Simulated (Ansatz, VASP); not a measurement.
**RbBr in VASP and in Ansatz**

```
CELL_PARAMETERS angstrom
0.00000 3.42104 3.42104
3.42104 0.00000 3.42104
3.42104 3.42104 0.00000
ATOMIC_POSITIONS crystal
Rb 0.00000 0.00000 0.00000
Br 0.50000 0.50000 0.50000
```

Change from the starting cell: volume scaled by 0.97, PAW files.

Alike in both runs: task electric field gradients; functional LDA; k mesh 6 × 6 × 6; occupations fermi-dirac, width 0.03 eV; no spin polarisation.

|  | VASP | Ansatz |
| --- | --- | --- |
| version | VASP 6.6.1 | Ansatz 0.2.0 |
| potentials or method | VASP PAW LDA potentials, release 64 (Rb_sv, Br) | PAW with Ansatz's default frozen-core files, scalar-relativistic |
| plane-wave cutoff (eV) | 520 | 420 |
| valence electrons in the cell | 16 | 16 |

Ansatz gave:

```
gap on the k mesh at the Fermi level (eV) : 3.96
pressure (GPa)                            : -1.2
```

Problem. What did VASP give for the same quantities?

Solution. gap on the k mesh at the Fermi level (eV): 3.97; pressure (GPa): -1.1.

LDA's correlation is that of Perdew and Zunger in VASP and of Perdew and Wang (1992) in Ansatz.
